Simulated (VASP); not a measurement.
TiS2 (l.A): single point with LDA

Sheet: TiS2 (l.A), a sheet with vacuum.

```
S Ti
1.0
     3.40000    0.00000    0.00000
    -1.70000    2.94449    0.00000
     0.00000    0.00000   16.86000
S Ti
2 1
Direct
  0.33333 0.66667 0.41518
  0.66667 0.33333 0.58482
  0.00000 0.00000 0.50000
```

| Quantity | Value |
| --- | --- |
| Program | VASP 6.6.1 |
| Task | single point |
| Functional | LDA |
| Potentials or basis | VASP PAW LDA potentials, release 64 (S, Ti_sv) |
| Cutoff | 400 eV |
| k mesh | 12 × 12 × 1 |
| Occupations | gaussian, width 0.08 eV |
| Spin | no spin polarisation |
| Dipole correction | yes |
| Further INCAR settings | ALGO = Normal; EDIFF = 1e-06; NBANDS = 19; NELMDL = -8 |

The largest force is 0.561 eV/Å and the band gap on the k mesh is zero (band 12 reaches -2.07 eV, above the bottom of band 13 at -2.16 eV).

Forces in eV/Å, atoms in the order of the input:
```
S    0.000  0.000  0.561
S    0.000  0.000 -0.561
Ti   0.000  0.000  0.000
```

Levels at points of the mesh, in eV from the Fermi level:
| k point | band 9 | band 10 | band 11 | band 12 | band 13 | band 14 | band 15 | band 16 |
| --- | --- | --- | --- | --- | --- | --- | --- | --- |
| (0.00, 0.00, 0.00) | -2.67 | -1.42 | 0.11 | 0.11 | 0.44 | 0.44 | 1.03 | 3.66 |
| (0.50, 0.00, 0.00) | -2.82 | -2.65 | -1.89 | -1.30 | 0.02 | 1.49 | 1.88 | 3.65 |

Run time: 65 s on 1 thread of Intel Xeon 6975P-C (shared host), peak memory 0.21 GiB.
